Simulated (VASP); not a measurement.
# Pd2PtS3 (I4/mmm) in VASP: a series of runs

Pd2PtS3 is run at these levels: PBE; tasks: single point.

All numbers are computed with VASP 6.6.1; they aren't measurements. Logs are shortened: lines on timing, memory, paths and dates and some standing lists are left out, and cuts for length are marked.

## (1) The cell of the first run

It takes space group I4/mmm (No. 139, tetragonal). Conventional cell: a = 4.804 Å, b = 4.804 Å, c = 9.231 Å, α = 90.00°, β = 90.00°, γ = 90.00°. Within 3.1 Å of Pd (site symmetry -4m2) lie 2 S at 2.31 Å. Within 3.2 Å of Pt (site symmetry 4/mmm) lie 4 S at 2.40 Å. S (site symmetry mmm) has 2 Pd at 2.31 Å and 2 Pt at 2.40 Å and 2 S at 2.40 Å within 3.1 Å. Within 3.2 Å of S (site symmetry 4/mmm) lie 4 S at 2.40 Å.

## (2) Single point, PBE

Input file INCAR:

```
ALGO = Normal
EDIFF = 1E-6
ENCUT = 520
GGA = PE
ISIF = 2
ISMEAR = 0
LASPH = T
LCHARG = F
LREAL = F
LWAVE = F
NBANDS = 33
NELM = 60
PREC = Accurate
SIGMA = 0.1
```

Input file KPOINTS:

```
k-points
0
Gamma
  12 12 12
```

Input file POSCAR:

```
Pd2PtS3
1.0
   -2.4022454310      2.4022454310      4.6157147920
    2.4022454310     -2.4022454310      4.6157147920
    2.4022454310      2.4022454310     -4.6157147920
Pd Pt S
2 1 3
Direct
    0.7500000000      0.2500000000      0.5000000000
    0.2500000000      0.7500000000      0.5000000000
    0.5000000000      0.5000000000      0.0000000000
    0.5000000000      0.0000000000      0.5000000000
    0.0000000000      0.5000000000      0.5000000000
    0.0000000000      0.0000000000      0.0000000000
```

Potentials or basis: VASP PAW PBE potentials, release 64 (Pd, Pt, S).

Command:

```
cat potpaw_PBE.64/Pd/POTCAR potpaw_PBE.64/Pt/POTCAR potpaw_PBE.64/S/POTCAR > POTCAR
mpirun -np 1 vasp_std > vasp.out
```

OUTCAR:

```text
EDIFF = 1E-6
   ENCUT = 520
   GGA = PE
   ISIF = 2
   ISMEAR = 0
   LASPH = T
   LREAL = F
   NELM = 60
   PREC = Accurate

 ion  position               nearest neighbor table
   1  0.750  0.250  0.500-   4 2.31   5 2.31   3 3.33   3 3.33   3 3.33   3 3.33   2 3.40   2 3.40
                             2 3.40   2 3.40
   2  0.250  0.750  0.500-   4 2.31   5 2.31   3 3.33   3 3.33   3 3.33   3 3.33   1 3.40   1 3.40
                             1 3.40   1 3.40
   3  0.500  0.500  0.000-   4 2.40   5 2.40   4 2.40   5 2.40   2 3.33   1 3.33   1 3.33   2 3.33
                             2 3.33   1 3.33   1 3.33   2 3.33
   4  0.500  0.000  0.500-   1 2.31   2 2.31   3 2.40   6 2.40   3 2.40   6 2.40
   5  0.000  0.500  0.500-   1 2.31   2 2.31   3 2.40   6 2.40   6 2.40   3 2.40
   6  0.000  0.000  0.000-   4 2.40   5 2.40   5 2.40   4 2.40

  LATTYP: Found a body centered tetragonal cell.
 ALAT       =     4.8044908620
 C/A-ratio  =     1.9214168263

  Lattice vectors:

 A1 = (  -2.4022454310,   2.4022454310,   4.6157147920)
 A2 = (   2.4022454310,  -2.4022454310,   4.6157147920)
 A3 = (   2.4022454310,   2.4022454310,  -4.6157147920)

Analysis of symmetry for initial positions (statically):
=====================================================================
 Subroutine PRICEL returns:
 Original cell was already a primitive cell.

 Routine SETGRP: Setting up the symmetry group for a
 body centered tetragonal supercell.

 Subroutine GETGRP returns: Found 16 space group operations
 (whereof 16 operations were pure point group operations)
 out of a pool of 16 trial point group operations.

The static configuration has the point symmetry D_4h.

Analysis of symmetry for dynamics (positions and initial velocities):
=====================================================================
 Subroutine PRICEL returns:
 Original cell was already a primitive cell.

 Routine SETGRP: Setting up the symmetry group for a
 body centered tetragonal supercell.

 Subroutine GETGRP returns: Found 16 space group operations
 (whereof 16 operations were pure point group operations)
 out of a pool of 16 trial point group operations.

The dynamic configuration has the point symmetry D_4h.

 Subroutine INISYM returns: Found 16 space group operations
 (whereof 16 operations are pure point group operations),
 and found     1 'primitive' translations

----------------------------------------------------------------------------------------

[... 105 lines left out ...]
   NFREE  =      0    steps in history (QN), initial steepest desc. (CG)
   ISIF   =      2    stress and relaxation
   ISYM   =      2    0-nonsym 1-usesym 2-fastsym
   POTIM  = 0.5000    time-step for ionic-motion
   TEBEG  =    0.0;   TEEND  =   0.0 temperature during run
   PSTRESS=    0.0 pullay stress
   NELECT =      48.0000    total number of electrons
   NUPDOWN=      -1.0000    fix difference up-down
   EMIN   =  10.00;   EMAX   =-10.00  energy-range for DOS
   EFERMI =   0.00;   METHOD = LEGACY
   ISMEAR =     0;   SIGMA  =   0.10  broadening in eV -4-tet -1-fermi 0-gaus
   EFERMI_NEDOS =   21; number of points for ismear=-14 and -15
   IALGO  =     38    algorithm
   IMIX   =      4    mixing-type and parameters
     AMIX     =   0.40;   BMIX     =  1.00
     AMIX_MAG =   1.60;   BMIX_MAG =  1.00
  volume/ion in A,a.u.               =      17.76       119.83
  Fermi-wavevector in a.u.,A,eV,Ry     =   1.255001  2.371608 21.429544  1.575027
  Thomas-Fermi vector in A             =   2.388779
   LORBIT       =      0    0 simple, 1 ext, 2 COOP (PROOUT), +10 PAW based schemes
   GGA     = PE    functional components
   LHFCALC =     F    Hartree Fock is set to
   AEXX    =    0.0000 exact exchange contribution
   IVDW    =     0    specifies the selected vdW correction
   LEPSILON=     F    determine dielectric tensor
   LRPA    =     F    only Hartree local field effects (RPA)
 non-spin polarized calculation
 Gauss-broadening in eV      SIGMA  =   0.10
  energy-cutoff  :      520.00
  volume of cell :      106.55
 maximum number of plane-waves:      2913
 NGX is ok and might be reduce to    48
   NGX = 21   NGY = 21   NGZ = 21

 number of electron      48.0000006 magnetization

 Free energy of the ion-electron system (eV)
  ---------------------------------------------------
  ext. energy  EPLUGINS =         0.00000000
  ---------------------------------------------------
  free energy    TOTEN  =       -27.43907337 eV

  energy without entropy =      -27.42371583  energy(sigma->0) =      -27.43139460

 E-fermi :   7.2235     XC(G=0): -11.1175

 val. band max:        7.2205044453   @ k =  -0.1667   0.4167   0.0833
 cond. band min:       7.2274630237   @ k =  -0.3333   0.3333   0.0833
 fundamental gap:      0.0069585784
 Fermi energy:         7.2234650918

 k-point     1 :       0.0000    0.0000    0.0000
  band No.  band energies     occupation
      1      -9.4588      2.00000
      2      -6.8384      2.00000
      3      -3.6694      2.00000
      4      -0.6175      2.00000
      5      -0.6175      2.00000
      6       0.7605      2.00000
[... 853 lines left out ...]
     32      13.7893      0.00000
     33      14.5017      0.00000

 [... further k-points ...]

------------------------ aborting loop because EDIFF is reached ----------------------------------------

  FORCE on cell =-STRESS in cart. coord.  units (eV):
  Direction    XX          YY          ZZ          XY          YZ          ZX
  --------------------------------------------------------------------------------------
  -------------------------------------------------------------------------------------
  Total       -0.0941225     -0.0941225      0.0372105      0.0000000     -0.0000000     -0.0000000
  in kB       -1.4153706     -1.4153706      0.5595547      0.0000000     -0.0000000     -0.0000000
  external PRESSURE =      -0.7570622 kB  Pullay stress =       0.0000000 kB

 VOLUME and BASIS-vectors are now :
 -----------------------------------------------------------------------------
  energy-cutoff  :      520.00
  volume of cell :      106.55
      direct lattice vectors                 reciprocal lattice vectors
    -2.402245431  2.402245431  4.615714792     0.000000000  0.208138600  0.108325584
     2.402245431 -2.402245431  4.615714792     0.208138600  0.000000000  0.108325584
     2.402245431  2.402245431 -4.615714792     0.208138600  0.208138600  0.000000000

 POSITION                                       TOTAL-FORCE (eV/Angst)
 -----------------------------------------------------------------------------------
      0.00000      2.40225      2.30786         0.000000      0.000000      0.000000
      2.40225      0.00000      2.30786        -0.000000     -0.000000     -0.000000
      0.00000      0.00000      4.61571         0.000000     -0.000000      0.000000
      0.00000      2.40225      0.00000         0.000000     -0.000000      0.000000
      2.40225      0.00000      0.00000         0.000000     -0.000000      0.000000
      0.00000      0.00000      0.00000         0.000000     -0.000000      0.000000
 -----------------------------------------------------------------------------------
    total drift:                               -0.000000     -0.000000      0.000000

  FREE ENERGIE OF THE ION-ELECTRON SYSTEM (eV)
  ---------------------------------------------------
  free  energy   TOTEN  =       -27.4390733727 eV

  energy  without entropy=      -27.4237158305  energy(sigma->0) =      -27.43139460
```

OSZICAR:

```text
N       E                     dE             d eps       ncg     rms          rms(c)
DAV:   1     0.284653282580E+03    0.28465E+03   -0.22708E+04 10758   0.133E+03
DAV:   2    -0.128251045316E+02   -0.29748E+03   -0.27724E+03 12230   0.283E+02
DAV:   3    -0.279785429275E+02   -0.15153E+02   -0.14640E+02 13263   0.620E+01
DAV:   4    -0.282263313739E+02   -0.24779E+00   -0.24713E+00 12029   0.875E+00
DAV:   5    -0.282314892640E+02   -0.51579E-02   -0.51551E-02 13136   0.124E+00    0.220E+01
DAV:   6    -0.280162857763E+02    0.21520E+00   -0.45732E+00 11863   0.197E+01    0.163E+01
DAV:   7    -0.274901047772E+02    0.52618E+00   -0.17695E+00 11666   0.145E+01    0.865E+00
DAV:   8    -0.274636003482E+02    0.26504E-01   -0.32060E-01 12546   0.517E+00    0.193E+00
DAV:   9    -0.274410816952E+02    0.22519E-01   -0.68787E-02 12376   0.251E+00    0.633E-01
DAV:  10    -0.274390953860E+02    0.19863E-02   -0.11212E-02 11941   0.901E-01    0.230E-01
DAV:  11    -0.274390690127E+02    0.26373E-04   -0.93048E-04 12866   0.184E-01    0.896E-02
DAV:  12    -0.274390745173E+02   -0.55046E-05   -0.62346E-05 12947   0.675E-02    0.306E-02
DAV:  13    -0.274390734265E+02    0.10909E-05   -0.15612E-05 12187   0.269E-02    0.130E-02
DAV:  14    -0.274390733727E+02    0.53748E-07   -0.23983E-06  9795   0.117E-02
   1 F= -.27439073E+02 E0= -.27431395E+02  d E =-.153575E-01
```

It took 33 min on 1 thread of Oxide Virtual Turin-like, shared host; peak memory 0.68 GiB.

What came out:

```yaml
Free_energy: -27.4391 eV
Pressure: -0.1 GPa
Band_gap_on_the_k_mesh: zero (band 24 reaches 7.75 eV, above the bottom of band 25 at 6.91 eV)
```

Stress tensor (GPa, compression positive):
```
-0.14  0.00  0.00
 0.00 -0.14  0.00
 0.00  0.00  0.06
```

Levels at points of the mesh, in eV from the Fermi level:
| k point | band 21 | band 22 | band 23 | band 24 | band 25 | band 26 | band 27 | band 28 |
| --- | --- | --- | --- | --- | --- | --- | --- | --- |
| (0.00, 0.00, 0.00) | -1.40 | -1.04 | -0.77 | -0.16 | 0.94 | 0.94 | 2.05 | 3.62 |
| (0.50, 0.00, 0.00) | -1.28 | -1.24 | -1.04 | -0.84 | -0.28 | 0.82 | 2.58 | 3.97 |
| (0.50, 0.50, 0.00) | -1.17 | -1.00 | -0.83 | -0.75 | 0.43 | 0.80 | 2.35 | 2.85 |
| (0.50, 0.50, 0.50) | -1.01 | -0.86 | -0.86 | -0.77 | -0.18 | 1.10 | 4.60 | 4.60 |

Caveat: spin-orbit coupling is left out, which moves the levels of the heavy elements.

## (3) Single point, PBE, collinear spin, ferromagnetic start

Input file INCAR:

```
ALGO = Normal
EDIFF = 1E-7
ENCUT = 520
GGA = PE
ISIF = 2
ISMEAR = 0
ISPIN = 2
LASPH = True
LCHARG = True
LELF = True
LMAXMIX = 4
LORBIT = 11
LREAL = False
LVHAR = True
LWAVE = False
MAGMOM = 1 1 1 0 0 0
NBANDS = 37
NELM = 150
PREC = Accurate
SIGMA = 0.1
```

Input file KPOINTS:

```
k-points
0
Gamma
  6 6 6
```

Edit POSCAR of step 2 so:

```diff
@@ -2,5 +2,5 @@
 1.0
-   -2.4022454310      2.4022454310      4.6157147920
-    2.4022454310     -2.4022454310      4.6157147920
-    2.4022454310      2.4022454310     -4.6157147920
+   -2.3995244245      2.3995244245      4.6227802688
+    2.3995244245     -2.3995244245      4.6227802688
+    2.3995244245      2.3995244245     -4.6227802688
 Pd Pt S
```

Potentials or basis: VASP PAW PBE potentials, release 64 (Pd, Pt, S).

Command:

```
cat potpaw_PBE.64/Pd/POTCAR potpaw_PBE.64/Pt/POTCAR potpaw_PBE.64/S/POTCAR > POTCAR
mpirun -np 1 vasp_std > vasp.out
```

Run time: 13 min. Hardware: 1 thread of Oxide Virtual Turin-like, shared host; peak memory 0.49 GiB.

Results (log left out):

```
Free energy                                           : -27.4432 eV
Pressure                                              : 0.0 GPa
Band gap on the k mesh                                : zero (filled and empty bands overlap)
Net moment                                            : 0.00 μB per cell
Valence electrons inside the program's atomic spheres : Pd 9.31; Pt 9.27; S 3.58
```

Levels at points of the mesh, in eV from the Fermi level:
Spin up:
```tsv
k point	band 20	band 21	band 22	band 23	band 24	band 25	band 26	band 27	band 28	band 29
(0.00, 0.00, 0.00)	-1.45	-1.45	-1.06	-0.79	-0.22	0.88	0.91	2.01	3.58	3.58
(0.50, 0.00, 0.00)	-1.49	-1.31	-1.29	-1.10	-0.89	-0.32	0.78	2.51	3.90	4.51
(0.50, 0.50, 0.00)	-1.46	-1.22	-1.05	-0.86	-0.82	0.40	0.74	2.30	2.80	3.76
(0.50, 0.50, 0.50)	-1.13	-1.05	-0.91	-0.91	-0.79	-0.25	1.06	4.52	4.52	5.47
```
Spin down:
```
           k point  band 22  band 23  band 24  band 25  band 26  band 27
(0.00, 0.00, 0.00)    -1.06    -0.79    -0.22     0.88     0.91     2.01
(0.50, 0.00, 0.00)    -1.29    -1.10    -0.89    -0.32     0.78     2.51
(0.50, 0.50, 0.00)    -1.05    -0.86    -0.82     0.40     0.74     2.30
(0.50, 0.50, 0.50)    -0.91    -0.91    -0.79    -0.25     1.06     4.52
```

Caveat: spin-orbit coupling is left out, which moves the levels of the heavy elements.
